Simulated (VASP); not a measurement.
**SnO2: single point with PBEsol**

Crystal: SnO2.

```xyz
6
Lattice="-2.0055 2.0055 5.1227 2.0055 -2.0055 5.1227 2.0055 2.0055 -5.1227" Properties=species:S:1:pos:R:3 pbc="T T T"
Sn    0.0000    2.0055    2.5614
Sn    0.0000    0.0000    0.0000
O     0.0000    0.0000    8.1665
O     0.0000    2.0055    4.6404
O     0.0000    0.0000    2.0790
O     0.0000    2.0055    0.4824
```

```json
{
  "Program": "VASP 6.6.1",
  "Task": "single point",
  "Functional": "PBEsol",
  "Potentials or basis": "VASP PAW PBE potentials, release 64 (Sn_d, O)",
  "Cutoff": "520 eV",
  "k mesh": "10 × 10 × 10",
  "Occupations": "gaussian, width 0.05 eV",
  "Spin": "no spin polarisation"
}
```

```json
{
  "Pressure": "0.7 GPa",
  "Largest force": "0.031 eV/Å",
  "Band gap on the k mesh": "1.54 eV, indirect (least direct gap 1.91 eV)"
}
```

Forces in eV/Å, atoms in the order of the input:
```
Sn   0.000  0.000  0.000
Sn   0.000  0.000  0.000
O    0.000  0.000 -0.031
O    0.000  0.000  0.031
O    0.000  0.000  0.031
O    0.000  0.000 -0.031
```

Stress tensor (GPa, compression positive):
```
0.57 0.00 0.00
0.00 0.57 0.00
0.00 0.00 0.88
```

Levels at points of the mesh, in eV from the valence-band top:
```
           k point  band 22  band 23  band 24  band 25  band 26  band 27  band 28  band 29  band 30  band 31
(0.00, 0.00, 0.00)    -1.07    -0.66    -0.66    -0.37    -0.37     1.54     5.51     9.23     9.72     9.76
(0.50, 0.00, 0.00)    -1.09    -0.76    -0.75    -0.56    -0.38     4.86     6.14     7.82     8.49     9.90
(0.50, 0.50, 0.00)    -0.91    -0.80    -0.80    -0.05    -0.05     7.21     7.21     7.55     7.55     8.54
(0.50, 0.50, 0.50)    -2.72    -1.02    -1.02    -0.27    -0.27     4.20     4.20     7.56     7.56    11.85
```

Run time: 10 min on 1 thread of AMD EPYC 7R43 64-Core Processor (Zen 3) (shared host), peak memory 0.42 GiB.

Caveat: the PAW data sets were made with another functional, which shifts forces and pressure a little; spin-orbit coupling is left out, which moves the levels of the heavy elements. A k mesh can miss the band edges.
